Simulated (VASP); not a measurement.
# Al12O in VASP: notebook

Runs on Al12O. Level: PBE. Tasks: single point.

Everything below comes from runs of VASP 6.6.1. Logs are shortened: lines on timing, memory, paths and dates and some standing lists are left out, and cuts for length are marked.

### Step 1. The cell of the first run

The cell holds a slab with vacuum, 13 atoms: a = 5.714 Å, b = 5.714 Å, c = 19.675 Å, α = 90.00°, β = 90.00°, γ = 90.00°.

### Step 2. Single point, PBE

INCAR

```
  ALGO = Normal
  DIPOL = 0.5 0.5 0.324
  EDIFF = 1E-7
  ENCUT = 520
  GGA = PE
  IDIPOL = 3
  ISIF = 2
  ISMEAR = 0
  LASPH = True
  LCHARG = True
  LDIPOL = True
  LELF = True
  LREAL = False
  LVACPOTAV = True
  LVHAR = True
  LWAVE = False
  NBANDS = 33
  NELM = 80
  PREC = Accurate
  SIGMA = 0.1
```

KPOINTS

```
k-points
0
Gamma
  5 5 1
```

POSCAR

```
Al12O
1.0
    5.7143028096      0.0000000000      0.0000000000
    0.0000000000      5.7143028096      0.0000000000
    0.0000000000      0.0000000000     19.6750228481
Al O
12 1
Direct
    0.2500000000      0.2500000000      0.2033034488
    0.2500000000      0.7500000000      0.2033034488
    0.7500000000      0.2500000000      0.2033034488
    0.7500000000      0.7500000000      0.2033034488
    0.0000000000      0.0000000000      0.3092772432
    0.0000000000      0.5000000000      0.3092772432
    0.5000000000      0.0000000000      0.3092772432
    0.5000000000      0.5000000000      0.3092772432
    0.2500000000      0.2500000000      0.4155025847
    0.2500000000      0.7500000000      0.4155025847
    0.7500000000      0.2500000000      0.4155025847
    0.7500000000      0.7500000000      0.4155025847
    0.2500000000      0.2500000000      0.4999060825
```

Potentials or basis: VASP PAW PBE potentials, release 64 (Al, O).

The run is started by

```
cat potpaw_PBE.64/Al/POTCAR potpaw_PBE.64/O/POTCAR > POTCAR
mpirun -np 1 vasp_std > vasp.out
```

OUTCAR:

```text
EDIFF = 1E-7
   ENCUT = 520
   GGA = PE
   ISIF = 2
   ISMEAR = 0
   LASPH = True
   LREAL = False
   NELM = 80
   PREC = Accurate

 ion  position               nearest neighbor table
   1  0.250  0.250  0.203-   2 2.86   3 2.86   2 2.86   3 2.86   7 2.90   8 2.90   5 2.90   6 2.90

   2  0.250  0.750  0.203-   1 2.86   4 2.86   1 2.86   4 2.86   7 2.90   8 2.90   5 2.90   6 2.90

   3  0.750  0.250  0.203-   1 2.86   4 2.86   4 2.86   1 2.86   7 2.90   8 2.90   5 2.90   6 2.90

   4  0.750  0.750  0.203-   2 2.86   3 2.86   3 2.86   2 2.86   7 2.90   8 2.90   5 2.90   6 2.90

   5  0.000  0.000  0.309-   6 2.86   7 2.86   6 2.86   7 2.86   1 2.90   2 2.90   3 2.90   4 2.90
                            11 2.91  12 2.91   9 2.91  10 2.91
   6  0.000  0.500  0.309-   5 2.86   8 2.86   5 2.86   8 2.86   1 2.90   2 2.90   3 2.90   4 2.90
                            11 2.91  12 2.91   9 2.91  10 2.91
   7  0.500  0.000  0.309-   5 2.86   8 2.86   8 2.86   5 2.86   1 2.90   2 2.90   3 2.90   4 2.90
                            11 2.91  12 2.91   9 2.91  10 2.91
   8  0.500  0.500  0.309-   6 2.86   7 2.86   7 2.86   6 2.86   1 2.90   2 2.90   3 2.90   4 2.90
                            11 2.91  12 2.91   9 2.91  10 2.91
   9  0.250  0.250  0.416-  13 1.66  11 2.86  10 2.86  10 2.86  11 2.86   6 2.91   7 2.91   8 2.91
                             5 2.91
  10  0.250  0.750  0.416-   9 2.86  12 2.86   9 2.86  12 2.86   5 2.91   6 2.91   7 2.91   8 2.91

  11  0.750  0.250  0.416-   9 2.86  12 2.86  12 2.86   9 2.86   5 2.91   6 2.91   7 2.91   8 2.91

  12  0.750  0.750  0.416-  10 2.86  11 2.86  11 2.86  10 2.86   5 2.91   6 2.91   7 2.91   8 2.91

  13  0.250  0.250  0.500-   9 1.66

  LATTYP: Found a simple tetragonal cell.
 ALAT       =     5.7143028096
 C/A-ratio  =     3.4431186977

  Lattice vectors:

 A1 = (   5.7143028096,   0.0000000000,   0.0000000000)
 A2 = (   0.0000000000,   5.7143028096,   0.0000000000)
 A3 = (   0.0000000000,   0.0000000000,  19.6750228481)

Analysis of symmetry for initial positions (statically):
=====================================================================
 Subroutine PRICEL returns:
 Original cell was already a primitive cell.

 Routine SETGRP: Setting up the symmetry group for a
 simple tetragonal supercell.

 Subroutine GETGRP returns: Found  8 space group operations
 (whereof  2 operations were pure point group operations)
 out of a pool of 16 trial point group operations.

The static configuration has the point symmetry C_1h.
 The point group associated with its full space group is C_4v.

Analysis of symmetry for dynamics (positions and initial velocities):
=====================================================================
 Subroutine PRICEL returns:
 Original cell was already a primitive cell.

 Routine SETGRP: Setting up the symmetry group for a
 simple tetragonal supercell.

 Subroutine GETGRP returns: Found  8 space group operations
 (whereof  2 operations were pure point group operations)
 out of a pool of 16 trial point group operations.

The dynamic configuration has the point symmetry C_1h.
 The point group associated with its full space group is C_4v.

 Subroutine INISYM returns: Found  8 space group operations
 (whereof  2 operations are pure point group operations),
 and found     1 'primitive' translations

----------------------------------------------------------------------------------------

                                     Primitive cell

  volume of cell :     642.4536

  direct lattice vectors                    reciprocal lattice vectors
     5.714302810  0.000000000  0.000000000     0.174999476  0.000000000  0.000000000
     0.000000000  5.714302810  0.000000000     0.000000000  0.174999476  0.000000000
     0.000000000  0.000000000 19.675022848     0.000000000  0.000000000  0.050825862

  length of vectors
     5.714302810  5.714302810 19.675022848     0.174999476  0.174999476  0.050825862

  position of ions in fractional coordinates (direct lattice)
     0.250000000  0.250000000  0.203303449
     0.250000000  0.750000000  0.203303449
     0.750000000  0.250000000  0.203303449
     0.750000000  0.750000000  0.203303449
     0.000000000  0.000000000  0.309277243
     0.000000000  0.500000000  0.309277243
     0.500000000  0.000000000  0.309277243
     0.500000000  0.500000000  0.309277243
     0.250000000  0.250000000  0.415502585
     0.250000000  0.750000000  0.415502585
     0.750000000  0.250000000  0.415502585
     0.750000000  0.750000000  0.415502585
     0.250000000  0.250000000  0.499906082

  ion indices of the primitive-cell ions
   primitive index   ion index
                 1           1
                 2           2
                 3           3
                 4           4
                 5           5
                 6           6
                 7           7
                 8           8
                 9           9
                10          10
                11          11
                12          12
                13          13

----------------------------------------------------------------------------------------

 KPOINTS: k-points

Automatic generation of k-mesh.
 Grid dimensions read from file:
 generate k-points for:    5    5    1

 Generating k-lattice:

  Cartesian coordinates                     Fractional coordinates (reciprocal lattice)
     0.034999895  0.000000000  0.000000000     0.200000000  0.000000000  0.000000000
     0.000000000  0.034999895  0.000000000     0.000000000  0.200000000  0.000000000
     0.000000000  0.000000000  0.050825862     0.000000000  0.000000000  1.000000000

  Length of vectors
     0.034999895  0.034999895  0.050825862

  Shift w.r.t. Gamma in fractional coordinates (k-lattice)
     0.000000000  0.000000000  0.000000000

 Subroutine IBZKPT returns following result:
 ===========================================

 Found      6 irreducible k-points:

 Following reciprocal coordinates:
            Coordinates               Weight
  0.000000  0.000000  0.000000      1.000000
  0.200000  0.000000  0.000000      4.000000
  0.400000  0.000000  0.000000      4.000000
  0.200000  0.200000  0.000000      4.000000
  0.400000  0.200000  0.000000      8.000000
  0.400000  0.400000  0.000000      4.000000
   k-points           NKPTS =      6   k-points in BZ     NKDIM =      6   number of bands    NBANDS=     33
   number of dos      NEDOS =    301   number of ions     NIONS =     13
   total plane-waves  NPLWV = 264600
   dimension x,y,z NGX =    42 NGY =   42 NGZ =  150
   dimension x,y,z NGXF=    84 NGYF=   84 NGZF=  300
   ions per type =              12   1
   NGX,Y,Z   is equivalent  to a cutoff of  12.22, 12.22, 12.67 a.u.
   NGXF,Y,Z  is equivalent  to a cutoff of  24.44, 24.44, 25.35 a.u.
 SYSTEM =  unknown system
   PREC   = accura    normal or accurate (medium, high low for compatibility)
   ISTART =      0    job   : 0-new  1-cont  2-samecut
   ICHARG =      2    charge: 1-file 2-atom 10-const
   ISPIN  =      1    spin polarized calculation?
   LNONCOLLINEAR =      F non collinear calculations
   LSORBIT =      F    spin-orbit coupling
   LASPH  =      T    aspherical Exc in radial PAW
   ENCUT  =  520.0 eV  38.22 Ry    6.18 a.u.  10.62 10.62 36.58*2*pi/ulx,y,z
   NELM   =     80;   NELMIN=  2; NELMDL= -5     # of ELM steps
   EDIFF  = 0.1E-06   stopping-criterion for ELM
   LREAL  =      F    real-space projection
   EDIFFG = 0.1E-05   stopping-criterion for IOM
   NSW    =      0    number of steps for IOM
   IBRION =     -1    ionic relax: 0-MD 1-quasi-New 2-CG
   NFREE  =      0    steps in history (QN), initial steepest desc. (CG)
   ISIF   =      2    stress and relaxation
   ISYM   =      2    0-nonsym 1-usesym 2-fastsym
   POTIM  = 0.5000    time-step for ionic-motion
   TEBEG  =    0.0;   TEEND  =   0.0 temperature during run
   PSTRESS=    0.0 pullay stress
   NELECT =      42.0000    total number of electrons
   NUPDOWN=      -1.0000    fix difference up-down
   EMIN   =  10.00;   EMAX   =-10.00  energy-range for DOS
   EFERMI =   0.00;   METHOD = LEGACY
   ISMEAR =     0;   SIGMA  =   0.10  broadening in eV -4-tet -1-fermi 0-gaus
   EFERMI_NEDOS =   21; number of points for ismear=-14 and -15
   IALGO  =     38    algorithm
   IMIX   =      4    mixing-type and parameters
     AMIX     =   0.40;   BMIX     =  1.00
     AMIX_MAG =   1.60;   BMIX_MAG =  1.00
  volume/ion in A,a.u.               =      49.42       333.50
  Fermi-wavevector in a.u.,A,eV,Ry     =   0.659494  1.246262  5.917609  0.434932
  Thomas-Fermi vector in A             =   1.731646
   LORBIT       =      0    0 simple, 1 ext, 2 COOP (PROOUT), +10 PAW based schemes
   GGA     = PE    functional components
   LHFCALC =     F    Hartree Fock is set to
   AEXX    =    0.0000 exact exchange contribution
   IVDW    =     0    specifies the selected vdW correction
   LEPSILON=     F    determine dielectric tensor
   LRPA    =     F    only Hartree local field effects (RPA)
 non-spin polarized calculation
 Gauss-broadening in eV      SIGMA  =   0.10
  energy-cutoff  :      520.00
  volume of cell :      642.45
 maximum number of plane-waves:     17320
   NGX = 21   NGY = 21   NGZ = 73

 dipolmoment           0.000000      0.000000     -0.056748 electrons x Angstroem

 number of electron      41.9999997 magnetization

 dipolmoment           0.000000      0.000000      0.366576 electrons x Angstroem

 Free energy of the ion-electron system (eV)
  ---------------------------------------------------
  ext. energy  EPLUGINS =         0.00000000
  ---------------------------------------------------
  free energy    TOTEN  =       -47.60185310 eV

  energy without entropy =      -47.54912519  energy(sigma->0) =      -47.57548915

 E-fermi :  -1.1110     XC(G=0):  -4.2913

 val. band max:       -1.2090027551   @ k =   0.2000   0.2000   0.0000
 cond. band min:      -1.1068490188   @ k =   0.4000   0.0000   0.0000
 fundamental gap:      0.1021537363
 Fermi energy:        -1.1110274754

 k-point     1 :       0.0000    0.0000    0.0000
  band No.  band energies     occupation
      1     -17.5684      2.00000
      2     -11.1637      2.00000
      3      -8.9880      2.00000
      4      -6.8049      2.00000
      5      -6.7666      2.00000
      6      -6.6902      2.00000
[... 25 lines left out ...]
     32       1.9814      0.00000
     33       1.9814      0.00000

 k-point     2 :       0.2000    0.0000    0.0000
  band No.  band energies     occupation
      1     -17.5677      2.00000
      2     -10.9844      2.00000
      3      -8.8158      2.00000
      4      -8.3145      2.00000
      5      -6.6145      2.00000
      6      -6.5155      2.00000
[... 25 lines left out ...]
     32       1.7607      0.00000
     33       2.4136      0.00000

 k-point     3 :       0.4000    0.0000    0.0000
  band No.  band energies     occupation
      1     -17.5667      2.00000
      2     -10.4480      2.00000
      3      -9.5563      2.00000
      4      -8.2943      2.00000
      5      -7.4193      2.00000
      6      -6.0981      2.00000
[... 25 lines left out ...]
     32       2.0937      0.00000
     33       2.4635      0.00000

 k-point     4 :       0.2000    0.2000    0.0000
  band No.  band energies     occupation
      1     -17.5671      2.00000
      2     -10.8053      2.00000
      3      -8.6432      2.00000
      4      -8.1562      2.00000
      5      -8.1212      2.00000
      6      -6.0908      2.00000
[... 25 lines left out ...]
     32       2.3078      0.00000
     33       2.5060      0.00000

 k-point     5 :       0.4000    0.2000    0.0000
  band No.  band energies     occupation
      1     -17.5661      2.00000
      2     -10.2693      2.00000
      3      -9.3788      2.00000
      4      -8.1218      2.00000
      5      -7.6149      2.00000
      6      -7.2462      2.00000
[... 25 lines left out ...]
     32       2.2429      0.00000
     33       2.5527      0.00000

 k-point     6 :       0.4000    0.4000    0.0000
  band No.  band energies     occupation
      1     -17.5651      2.00000
      2      -9.7349      2.00000
      3      -8.8648      2.00000
      4      -8.8299      2.00000
      5      -7.9674      2.00000
      6      -7.5997      2.00000
[... 25 lines left out ...]
     32       2.0109      0.00000
     33       2.0266      0.00000

------------------------ aborting loop because EDIFF is reached ----------------------------------------

  FORCE on cell =-STRESS in cart. coord.  units (eV):
  Direction    XX          YY          ZZ          XY          YZ          ZX
  --------------------------------------------------------------------------------------
  -------------------------------------------------------------------------------------
  Total       -6.7028106     -6.7028106     -1.3516537      0.0000000     -0.0000000      0.0000000
  in kB      -16.7157468    -16.7157468     -3.3708100      0.0000000     -0.0000000      0.0000000
  external PRESSURE =     -12.2674345 kB  Pullay stress =       0.0000000 kB

 VOLUME and BASIS-vectors are now :
 -----------------------------------------------------------------------------
  energy-cutoff  :      520.00
  volume of cell :      642.45
      direct lattice vectors                 reciprocal lattice vectors
     5.714302810  0.000000000  0.000000000     0.174999476  0.000000000  0.000000000
     0.000000000  5.714302810  0.000000000     0.000000000  0.174999476  0.000000000
     0.000000000  0.000000000 19.675022848     0.000000000  0.000000000  0.050825862

 POSITION                                       TOTAL-FORCE (eV/Angst)
 -----------------------------------------------------------------------------------
      1.42858      1.42858      4.00000         0.000000      0.000000      0.123134
      1.42858      4.28573      4.00000         0.000000      0.000000      0.106631
      4.28573      1.42858      4.00000         0.000000      0.000000      0.106631
      4.28573      4.28573      4.00000         0.000000      0.000000     -0.006140
      0.00000      0.00000      6.08504         0.041760      0.041760      0.014875
      0.00000      2.85715      6.08504         0.041760     -0.041760      0.014875
      2.85715      0.00000      6.08504        -0.041760      0.041760      0.014875
      2.85715      2.85715      6.08504        -0.041760     -0.041760      0.014875
      1.42858      1.42858      8.17502         0.000000      0.000000     -0.856366
      1.42858      4.28573      8.17502         0.000000      0.000000      0.161318
      4.28573      1.42858      8.17502         0.000000      0.000000      0.161318
      4.28573      4.28573      8.17502         0.000000      0.000000      0.044072
      1.42858      1.42858      9.83566         0.000000      0.000000      0.099902
 -----------------------------------------------------------------------------------
    total drift:                                0.000000      0.000000      0.000037

  FREE ENERGIE OF THE ION-ELECTRON SYSTEM (eV)
  ---------------------------------------------------
  free  energy   TOTEN  =       -47.6018531014 eV

  energy  without entropy=      -47.5491251926  energy(sigma->0) =      -47.57548915

 vacuum level on the upper side and lower side of the slab         5.320         3.288
```

Wall time 6.1 min (1 thread of AMD EPYC 7R43 (Zen 3), shared host); peak memory 0.55 GiB.

What came out:

| Quantity | Value |
| --- | --- |
| Free energy | -47.6019 eV |
| Largest force | 0.856 eV/Å |
| Band gap on the k mesh | zero (band 21 reaches -0.42 eV, above the bottom of band 22 at -1.21 eV) |

Forces in eV/Å, atoms in the order of the input:
```
Al   0.000  0.000  0.123
Al   0.000  0.000  0.107
Al   0.000  0.000  0.107
Al   0.000  0.000 -0.006
Al   0.042  0.042  0.015
Al   0.042 -0.042  0.015
Al  -0.042  0.042  0.015
Al  -0.042 -0.042  0.015
Al   0.000  0.000 -0.856
Al   0.000  0.000  0.161
Al   0.000  0.000  0.161
Al   0.000  0.000  0.044
O    0.000  0.000  0.100
```

Levels at points of the mesh, in eV from the Fermi level:
| k point | band 17 | band 18 | band 19 | band 20 | band 21 | band 22 | band 23 | band 24 | band 25 | band 26 |
| --- | --- | --- | --- | --- | --- | --- | --- | --- | --- | --- |
| (0.00, 0.00, 0.00) | -1.50 | -1.45 | -0.72 | -0.70 | -0.35 | 0.04 | 0.04 | 0.15 | 0.65 | 0.65 |

### Step 3. Single point, PBE

INCAR

```
SYSTEM = Al12O
PREC     = Accurate       ! precision mode
ENCUT    = 520            ! plane-wave cutoff, eV
EDIFF    = 1E-7           ! SCF threshold, eV
ISMEAR   = 0              ! smearing method
SIGMA    = 0.1            ! smearing width, eV
LREAL    = .False.        ! projectors in reciprocal space
LASPH    = .True.         ! aspherical terms in the spheres
NELM     = 100            ! most SCF steps
ALGO     = Normal         ! electronic algorithm
ISIF     = 2              ! what is computed and relaxed
LWAVE    = .False.        ! write WAVECAR
LCHARG   = .False.        ! write CHGCAR
LDIPOL   = .True.       
IDIPOL   = 3            
DIPOL    = 0.5 0.5 0.320
GGA      = PE             ! functional
NBANDS   = 33             ! bands
```

KPOINTS

```
regular mesh
0
Gamma
  5 5 1
  0 0 0
```

POSCAR: that of step 2 with these lines changed.

```diff
@@ -20,2 +20,2 @@
     0.7500000000      0.7500000000      0.4155025847
-    0.2500000000      0.2500000000      0.4999060825
+    0.5000000000      0.5000000000      0.4483098648
```

Potentials or basis: VASP PAW PBE potentials, release 64 (Al, O).

The run is started by

```
cat potpaw_PBE.64/Al/POTCAR potpaw_PBE.64/O/POTCAR > POTCAR
mpirun -np 1 vasp_std > vasp.out
```

Run time: 4.3 min. Hardware: 1 thread of AMD EPYC 7R43 (Zen 3), shared host; peak memory 0.55 GiB.

The run converged. Its results:

* Free energy: -48.8892 eV
* Largest force: 0.425 eV/Å
* Band gap on the k mesh: zero (band 21 reaches 0.02 eV, above the bottom of band 22 at -0.67 eV)

Forces in eV/Å, atoms in the order of the input:
```
Al  -0.004 -0.004  0.003
Al  -0.004  0.004  0.003
Al   0.004 -0.004  0.003
Al   0.004  0.004  0.003
Al   0.000  0.000 -0.311
Al   0.000  0.000  0.127
Al   0.000  0.000  0.127
Al   0.000  0.000 -0.425
Al   0.015  0.015  0.118
Al   0.015 -0.015  0.118
Al  -0.015  0.015  0.118
Al  -0.015 -0.015  0.118
O    0.000  0.000 -0.005
```

Levels at points of the mesh, in eV from the Fermi level:
```tsv
k point	band 18	band 19	band 20	band 21	band 22	band 23	band 24	band 25
(0.00, 0.00, 0.00)	-1.55	-0.84	-0.55	-0.55	-0.30	-0.20	0.70	0.70
```
